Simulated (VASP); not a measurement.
# Mo (Pm-3m) in VASP: notebook

Mo is run at these levels: PBE; tasks: relaxation of cell and atoms.

Program: VASP 6.6.1. These are calculated values, not measurements. Logs are shortened: lines on timing, memory, paths and dates and some standing lists are left out, and cuts for length are marked.

## 1. The cell of the first run

It takes space group Pm-3m (No. 221, cubic). Conventional cell: a = 2.580 Å, b = 2.580 Å, c = 2.580 Å, α = 90.00°, β = 90.00°, γ = 90.00°. Mo (site symmetry m-3m) has 6 Mo at 2.58 Å within 3.4 Å.

## 2. Relaxation of cell and atoms, PBE

Contents of INCAR:

```
SYSTEM = Mo
PREC     = Accurate       ! precision mode
ENCUT    = 600            ! plane-wave cutoff, eV
EDIFF    = 1E-6           ! SCF threshold, eV
ISMEAR   = -1             ! smearing method
SIGMA    = 0.1            ! smearing width, eV
LREAL    = .False.        ! projectors in reciprocal space
LASPH    = .True.         ! aspherical terms in the spheres
NELM     = 60             ! most SCF steps
ALGO     = Normal         ! electronic algorithm
ISIF     = 3              ! what is computed and relaxed
LWAVE    = .False.        ! write WAVECAR
LCHARG   = .False.        ! write CHGCAR
GGA      = PE             ! functional
IBRION   = 2              ! ionic algorithm
NSW      = 80             ! ionic steps
EDIFFG   = -0.01          ! ionic threshold
```

Contents of KPOINTS:

```
Automatic mesh
0
Gamma
  17 17 17
  0 0 0
```

Contents of POSCAR:

```
Mo
1.0
    2.5800000000      0.0000000000      0.0000000000
    0.0000000000      2.5800000000      0.0000000000
    0.0000000000      0.0000000000      2.5800000000
Mo
1
Direct
    0.0000000000      0.0000000000      0.0000000000
```

Potentials or basis: VASP PAW PBE potentials, release 64 (Mo_sv).

Command:

```console
> cat potpaw_PBE.64/Mo_sv/POTCAR > POTCAR
> mpirun -np 1 vasp_std > vasp.out
```

OUTCAR:

```text
SYSTEM = Mo
   PREC = Accurate
   ENCUT = 600
   EDIFF = 1E-6
   ISMEAR = -1
   LREAL = .False.
   LASPH = .True.
   NELM = 60
   ISIF = 3
   GGA = PE
   IBRION = 2
   NSW = 80
   EDIFFG = -0.01

 ion  position               nearest neighbor table
   1  0.000  0.000  0.000-

  LATTYP: Found a simple cubic cell.
 ALAT       =     2.5800000000

  Lattice vectors:

 A1 = (   2.5800000000,   0.0000000000,   0.0000000000)
 A2 = (   0.0000000000,   2.5800000000,   0.0000000000)
 A3 = (   0.0000000000,   0.0000000000,   2.5800000000)

Analysis of symmetry for initial positions (statically):
=====================================================================
 Subroutine PRICEL returns:
 Original cell was already a primitive cell.

 Routine SETGRP: Setting up the symmetry group for a
 simple cubic supercell.

 Subroutine GETGRP returns: Found 48 space group operations
 (whereof 48 operations were pure point group operations)
 out of a pool of 48 trial point group operations.

The static configuration has the point symmetry O_h .

Analysis of symmetry for dynamics (positions and initial velocities):
=====================================================================
 Subroutine PRICEL returns:
 Original cell was already a primitive cell.

 Routine SETGRP: Setting up the symmetry group for a
 simple cubic supercell.

 Subroutine GETGRP returns: Found 48 space group operations
 (whereof 48 operations were pure point group operations)
 out of a pool of 48 trial point group operations.

The dynamic configuration has the point symmetry O_h .

 Subroutine INISYM returns: Found 48 space group operations
 (whereof 48 operations are pure point group operations),
 and found     1 'primitive' translations

----------------------------------------------------------------------------------------

                                     Primitive cell

  volume of cell :      17.1735

  direct lattice vectors                    reciprocal lattice vectors
     2.580000000  0.000000000  0.000000000     0.387596899  0.000000000  0.000000000
     0.000000000  2.580000000  0.000000000     0.000000000  0.387596899  0.000000000
     0.000000000  0.000000000  2.580000000     0.000000000  0.000000000  0.387596899

  length of vectors
     2.580000000  2.580000000  2.580000000     0.387596899  0.387596899  0.387596899

  position of ions in fractional coordinates (direct lattice)
     0.000000000  0.000000000  0.000000000

  ion indices of the primitive-cell ions
   primitive index   ion index
                 1           1

----------------------------------------------------------------------------------------

 KPOINTS: Automatic mesh

Automatic generation of k-mesh.
 Grid dimensions read from file:
 generate k-points for:   17   17   17

 Generating k-lattice:

  Cartesian coordinates                     Fractional coordinates (reciprocal lattice)
     0.022799818  0.000000000  0.000000000     0.058823529  0.000000000  0.000000000
     0.000000000  0.022799818  0.000000000     0.000000000  0.058823529  0.000000000
     0.000000000  0.000000000  0.022799818     0.000000000  0.000000000  0.058823529

  Length of vectors
     0.022799818  0.022799818  0.022799818

  Shift w.r.t. Gamma in fractional coordinates (k-lattice)
     0.000000000  0.000000000  0.000000000

 Subroutine IBZKPT returns following result:
 ===========================================

 Found    165 irreducible k-points:

 Following reciprocal coordinates:
            Coordinates               Weight
  0.000000  0.000000  0.000000      1.000000
  0.058824  0.000000  0.000000      6.000000
  0.117647  0.000000  0.000000      6.000000
  0.176471  0.000000  0.000000      6.000000
  0.235294  0.000000  0.000000      6.000000
  0.294118  0.000000  0.000000      6.000000
[... 16 lines left out ...]
  0.411765  0.117647  0.000000     24.000000
  0.470588  0.117647  0.000000     24.000000
 [... further k-points ...]
   k-points           NKPTS =    165   k-points in BZ     NKDIM =    165   number of bands    NBANDS=     11
   number of dos      NEDOS =    301   number of ions     NIONS =      1
   total plane-waves  NPLWV =  13824
   dimension x,y,z NGX =    24 NGY =   24 NGZ =   24
   dimension x,y,z NGXF=    48 NGYF=   48 NGZF=   48
   ions per type =               1
   NGX,Y,Z   is equivalent  to a cutoff of  15.46, 15.46, 15.46 a.u.
   NGXF,Y,Z  is equivalent  to a cutoff of  30.93, 30.93, 30.93 a.u.
 SYSTEM =  Mo
   PREC   = accura    normal or accurate (medium, high low for compatibility)
   ISTART =      0    job   : 0-new  1-cont  2-samecut
   ICHARG =      2    charge: 1-file 2-atom 10-const
   ISPIN  =      1    spin polarized calculation?
   LNONCOLLINEAR =      F non collinear calculations
   LSORBIT =      F    spin-orbit coupling
   LASPH  =      T    aspherical Exc in radial PAW
   ENCUT  =  600.0 eV  44.10 Ry    6.64 a.u.   5.15  5.15  5.15*2*pi/ulx,y,z
   NELM   =     60;   NELMIN=  2; NELMDL= -5     # of ELM steps
   EDIFF  = 0.1E-05   stopping-criterion for ELM
   LREAL  =      F    real-space projection
   EDIFFG = -.1E-01   stopping-criterion for IOM
   NSW    =     80    number of steps for IOM
   IBRION =      2    ionic relax: 0-MD 1-quasi-New 2-CG
   NFREE  =      1    steps in history (QN), initial steepest desc. (CG)
   ISIF   =      3    stress and relaxation
   ISYM   =      2    0-nonsym 1-usesym 2-fastsym
   POTIM  = 0.5000    time-step for ionic-motion
   TEBEG  =    0.0;   TEEND  =   0.0 temperature during run
   PSTRESS=    0.0 pullay stress
   NELECT =      14.0000    total number of electrons
   NUPDOWN=      -1.0000    fix difference up-down
   EMIN   =  10.00;   EMAX   =-10.00  energy-range for DOS
   EFERMI =   0.00;   METHOD = LEGACY
   ISMEAR =    -1;   SIGMA  =   0.10  broadening in eV -4-tet -1-fermi 0-gaus
   EFERMI_NEDOS =   21; number of points for ismear=-14 and -15
   IALGO  =     38    algorithm
   IMIX   =      4    mixing-type and parameters
     AMIX     =   0.40;   BMIX     =  1.00
     AMIX_MAG =   1.60;   BMIX_MAG =  1.00
  volume/ion in A,a.u.               =      17.17       115.89
  Fermi-wavevector in a.u.,A,eV,Ry     =   1.529318  2.889992 31.821491  2.338814
  Thomas-Fermi vector in A             =   2.636955
   LORBIT       =      0    0 simple, 1 ext, 2 COOP (PROOUT), +10 PAW based schemes
   GGA     = PE    functional components
   LHFCALC =     F    Hartree Fock is set to
   AEXX    =    0.0000 exact exchange contribution
   IVDW    =     0    specifies the selected vdW correction
   LEPSILON=     F    determine dielectric tensor
   LRPA    =     F    only Hartree local field effects (RPA)
 conjugate gradient relaxation of ions
 non-spin polarized calculation
  energy-cutoff  :      600.00
  volume of cell :       17.17
 maximum number of plane-waves:       588
 NGX is ok and might be reduce to    24
   NGX = 11   NGY = 11   NGZ = 11

--------------------------------------- Ionic step        1  -------------------------------------------

 number of electron      14.0000002 magnetization

 Free energy of the ion-electron system (eV)
  ---------------------------------------------------
  ext. energy  EPLUGINS =         0.00000000
  ---------------------------------------------------
  free energy    TOTEN  =        -9.80136635 eV

  energy without entropy =       -9.77133861  energy(sigma->0) =       -9.78635248

------------------------ aborting loop because EDIFF is reached ----------------------------------------

  FORCE on cell =-STRESS in cart. coord.  units (eV):
  Direction    XX          YY          ZZ          XY          YZ          ZX
  --------------------------------------------------------------------------------------
  -------------------------------------------------------------------------------------
  Total        0.5688147      0.5688147      0.5688147      0.0000000      0.0000000      0.0000000
  in kB       53.0667244     53.0667244     53.0667244      0.0000000      0.0000000      0.0000000
  external PRESSURE =      53.0667244 kB  Pullay stress =       0.0000000 kB

 VOLUME and BASIS-vectors are now :
 -----------------------------------------------------------------------------
  energy-cutoff  :      600.00
  volume of cell :       17.17
      direct lattice vectors                 reciprocal lattice vectors
     2.580000000  0.000000000  0.000000000     0.387596899  0.000000000  0.000000000
     0.000000000  2.580000000  0.000000000     0.000000000  0.387596899  0.000000000
     0.000000000  0.000000000  2.580000000     0.000000000  0.000000000  0.387596899

 POSITION                                       TOTAL-FORCE (eV/Angst)
 -----------------------------------------------------------------------------------
      0.00000      0.00000      0.00000         0.000000      0.000000      0.000000
 -----------------------------------------------------------------------------------
    total drift:                                0.000000      0.000000     -0.000000

  FREE ENERGIE OF THE ION-ELECTRON SYSTEM (eV)
  ---------------------------------------------------
  free  energy   TOTEN  =        -9.8013663532 eV

  energy  without entropy=       -9.7713386150  energy(sigma->0) =       -9.78635248

--------------------------------------- Ionic step        2  -------------------------------------------

 number of electron      13.9999998 magnetization

 E-fermi :   9.8704     XC(G=0): -12.2840

 val. band max:        9.8539915769   @ k =   0.4706   0.2941   0.1765
 cond. band min:       9.8792655868   @ k =   0.4118   0.2941   0.1176
 fundamental gap:      0.0252740099
 Fermi energy:         9.8704112762

 k-point     1 :       0.0000    0.0000    0.0000
  band No.  band energies     occupation
      1     -51.2138      2.00000
      2     -24.6077      2.00000
      3     -24.6077      2.00000
      4     -24.6077      2.00000
      5       3.5958      2.00000
      6       6.0081      2.00000
      7       6.0081      2.00000
      8      13.4020      0.00000
      9      13.4020      0.00000
     10      13.4020      0.00000
     11      24.8708      0.00000

 k-point     2 :       0.0588    0.0000    0.0000
  band No.  band energies     occupation
      1     -51.2085      2.00000
      2     -24.6525      2.00000
      3     -24.6039      2.00000
      4     -24.6039      2.00000
      5       3.6966      2.00000
      6       6.0330      2.00000
      7       6.1154      2.00000
      8      13.2685      0.00000
      9      13.2685      0.00000
     10      13.4116      0.00000
     11      24.3188      0.00000
[... 365 lines left out ...]
 POSITION                                       TOTAL-FORCE (eV/Angst)
 -----------------------------------------------------------------------------------
      0.00000      0.00000      0.00000        -0.000000      0.000000      0.000000
 -----------------------------------------------------------------------------------
    total drift:                                0.000000      0.000000     -0.000000

  FREE ENERGIE OF THE ION-ELECTRON SYSTEM (eV)
  ---------------------------------------------------
  free  energy   TOTEN  =        -9.8087148921 eV

  energy  without entropy=       -9.7776164701  energy(sigma->0) =       -9.79316568

--------------------------------------- Ionic step        4  -------------------------------------------

 number of electron      14.0000000 magnetization

 Free energy of the ion-electron system (eV)
  ---------------------------------------------------
  ext. energy  EPLUGINS =         0.00000000
  ---------------------------------------------------
  free energy    TOTEN  =        -9.80871758 eV

  energy without entropy =       -9.77764232  energy(sigma->0) =       -9.79317995

 E-fermi :  10.6347     XC(G=0): -12.5791

 val. band max:       10.6237129237   @ k =   0.4118   0.2941   0.1176
 cond. band min:      10.6355711394   @ k =   0.4706   0.2941   0.1765
 fundamental gap:      0.0118582158
 Fermi energy:        10.6346829889

 k-point     1 :       0.0000    0.0000    0.0000
  band No.  band energies     occupation
      1     -50.4533      2.00000
      2     -23.7348      2.00000
      3     -23.7348      2.00000
      4     -23.7348      2.00000
      5       4.1827      2.00000
      6       6.5031      2.00000
      7       6.5031      2.00000
      8      14.4628      0.00000
      9      14.4628      0.00000
     10      14.4628      0.00000
     11      26.1076      0.00000

 k-point     2 :       0.0588    0.0000    0.0000
  band No.  band energies     occupation
      1     -50.4468      2.00000
      2     -23.7881      2.00000
      3     -23.7303      2.00000
      4     -23.7303      2.00000
      5       4.2891      2.00000
      6       6.5298      2.00000
      7       6.6211      2.00000
      8      14.3149      0.00000
      9      14.3149      0.00000
     10      14.4733      0.00000
     11      25.5442      0.00000
[... 330 lines left out ...]
 POSITION                                       TOTAL-FORCE (eV/Angst)
 -----------------------------------------------------------------------------------
      0.00000      0.00000      0.00000        -0.000000      0.000000      0.000000
 -----------------------------------------------------------------------------------
    total drift:                                0.000000     -0.000000     -0.000000

  FREE ENERGIE OF THE ION-ELECTRON SYSTEM (eV)
  ---------------------------------------------------
  free  energy   TOTEN  =        -9.8087175786 eV

  energy  without entropy=       -9.7776423197  energy(sigma->0) =       -9.79317995

 reached required accuracy - stopping structural energy minimisation
```

It took 2 min on 1 thread of AMD EPYC 7R43 (Zen 3), shared host; peak memory 0.14 GiB.

What came out:

* Free energy: -9.8087 eV
* Relaxed volume: 17.63 Å³/atom
* Relaxed cell: a = 2.603 Å, b = 2.603 Å, c = 2.603 Å, α = 90.00°, β = 90.00°, γ = 90.00°
* Space group after relaxing (to 0.05 Å): Pm-3m (No. 221)
* Energy gained by relaxing: 7.4 meV/atom
* Ionic steps: 4
* Pressure after relaxing: 0.0 GPa
* Band gap on the k mesh: zero (band 7 reaches 12.18 eV, above the bottom of band 8 at 9.75 eV)

Step by step:
```
step  energy change (eV)  largest force (eV/Å)  pressure (GPa)  volume (Å³)
   1              0.0000                0.0000            5.31        17.17
   2              0.0234                0.0000           -9.41        18.63
   3             -0.0073                0.0000           -0.11        17.64
   4             -0.0074                0.0000            0.01        17.63
```

Final structure:
```
Mo
1.0
     2.60252    0.00000    0.00000
     0.00000    2.60252    0.00000
     0.00000    0.00000    2.60252
Mo
1
Direct
  0.00000 0.00000 0.00000
```

Levels at points of the mesh, in eV from the Fermi level:
| k point | band 4 | band 5 | band 6 | band 7 | band 8 | band 9 | band 10 | band 11 |
| --- | --- | --- | --- | --- | --- | --- | --- | --- |
| (0.00, 0.00, 0.00) | -34.37 | -6.45 | -4.13 | -4.13 | 3.83 | 3.83 | 3.83 | 15.47 |

## 3. Relaxation of cell and atoms, PBE, target pressure 5 GPa, at which the enthalpy is minimised

Contents of INCAR:

```
  PREC = Accurate
  ENCUT = 600
  EDIFF = 1E-7
  ISMEAR = -1
  SIGMA = 0.1
  LREAL = False
  LASPH = True
  NELM = 100
  ALGO = Normal
  ISIF = 3
  LWAVE = False
  LCHARG = False
  GGA = PE
  IBRION = 2
  NSW = 80
  EDIFFG = -0.01
  PSTRESS = 50.0
```

Contents of KPOINTS:

```
Automatic mesh
0
Gamma
  17 17 17
```

POSCAR is that of step 2.

Potentials or basis: VASP PAW PBE potentials, release 64 (Mo_sv).

Command:

```console
> cat potpaw_PBE.64/Mo_sv/POTCAR > POTCAR
> mpirun -np 1 vasp_std > vasp.out
```

Run time: 1.7 min. Hardware: 1 thread of AMD EPYC 7R43 (Zen 3), shared host; peak memory 0.14 GiB.

The run converged. Its results:

* Free energy: -9.8022 eV
* Relaxed volume: 17.20 Å³/atom
* Relaxed cell: a = 2.581 Å, b = 2.581 Å, c = 2.581 Å, α = 90.00°, β = 90.00°, γ = 90.00°
* Space group after relaxing (to 0.05 Å): Pm-3m (No. 221)
* Energy change on relaxing (the enthalpy is what falls): -0.8 meV/atom
* Ionic steps: 3
* Pressure after relaxing: 5.0 GPa
* Band gap on the k mesh: zero (band 7 reaches 12.58 eV, above the bottom of band 8 at 10.06 eV)

The path:
```
step  energy change (eV)  largest force (eV/Å)  pressure (GPa)  volume (Å³)
   1              0.0000                0.0000            5.31        17.17
   2             -0.0025                0.0000            4.28        17.26
   3             -0.0008                0.0000            5.01        17.20
```

Final structure:
```
Mo
1.0
     2.58124    0.00000    0.00000
     0.00000    2.58124    0.00000
     0.00000    0.00000    2.58124
Mo
1
Direct
  0.00000 0.00000 0.00000
```

Levels at points of the mesh, in eV from the Fermi level:
```tsv
k point	band 3	band 4	band 5	band 6	band 7	band 8	band 9	band 10	band 11
(0.00, 0.00, 0.00)	-34.32	-34.32	-6.53	-4.26	-4.26	3.97	3.97	3.97	15.69
```

Caveat: the cell is relaxed towards a set pressure, so the enthalpy falls and the energy may rise.

[end of part 1 of 2]
